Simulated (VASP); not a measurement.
Input of a VASP 6.6.1 run:

The input INCAR:

```
SYSTEM = Cu7Si2Ni4Pt7
PREC = Accurate
ENCUT = 400
EDIFF = 1E-6
ISMEAR = -1
SIGMA = 0.2128
LREAL = Auto
LASPH = .True.
NELM = 120
ALGO = Normal
ISIF = 2
LWAVE = .False.
LCHARG = .True.
GGA = PE
LELF = .True.
LVHAR = .True.
NBANDS = 114
ISYM = -1
GGA_COMPAT = .False.
```

Contents of KPOINTS:

```
explicit points
1
Reciprocal
  0.25000000   0.25000000   0.25000000 1
```

File POSCAR:

```
Cu7Si2Ni4Pt7
1.0
    6.3918180000      0.0201270000      0.0956380000
    0.0201270000      6.3566260000      0.0266190000
    0.0956380000      0.0266190000      6.4557280000
Cu Pt Ni Si
7 7 4 2
Direct
    0.6125789695      0.6117276762      0.6847955170
    0.6779232128      0.1346041728      0.4011065447
    0.8598629316      0.8999856821      0.6014933885
    0.1496298706      0.7573712393      0.2867007770
    0.1556817159      0.1360440661      0.4747866631
    0.7643374870      0.7347426774      0.3259240749
    0.1431698152      0.3977824231      0.0480607230
    0.9397661823      0.3421502969      0.7601282060
    0.9387765374      0.0857298983      0.1349541439
    0.4087917922      0.0614499462      0.1694249253
    0.3927237506      0.4525031123      0.3688568517
    0.2413982590      0.6227367665      0.7443426246
    0.6417203251      0.3938172562      0.0482769922
    0.4020509114      0.2478964521      0.7314282602
    0.1812457179      0.9642465198      0.8029441054
    0.4629187922      0.8551874048      0.4929314152
    0.6199965762     -0.0291756447      0.9034896442
    0.9034790316      0.7154983977     -0.0282144445
    0.4232041813      0.7022659094      0.0039983070
    0.9530774536      0.4007980044      0.3587435432
```

Potentials or basis: VASP PAW PBE potentials, release 64 (Cu, Pt, Ni, Si).

The run is started by

```console
$ cat potpaw_PBE.64/Cu/POTCAR potpaw_PBE.64/Pt/POTCAR potpaw_PBE.64/Ni/POTCAR potpaw_PBE.64/Si/POTCAR > POTCAR
$ mpirun -np 1 vasp_std > vasp.out
```

(1) Estimate the largest force.

(2) Estimate the band gap on the k mesh.

(3) Estimate the pressure.

Results:

(1) 4.863 eV/Å.

(2) zero (an odd number of electrons rules out a gap without spin polarisation).

(3) 15.1 GPa.

Caveat: the atoms stand as in a frame of molecular dynamics; spin-orbit coupling is left out, which moves the levels of the heavy elements.
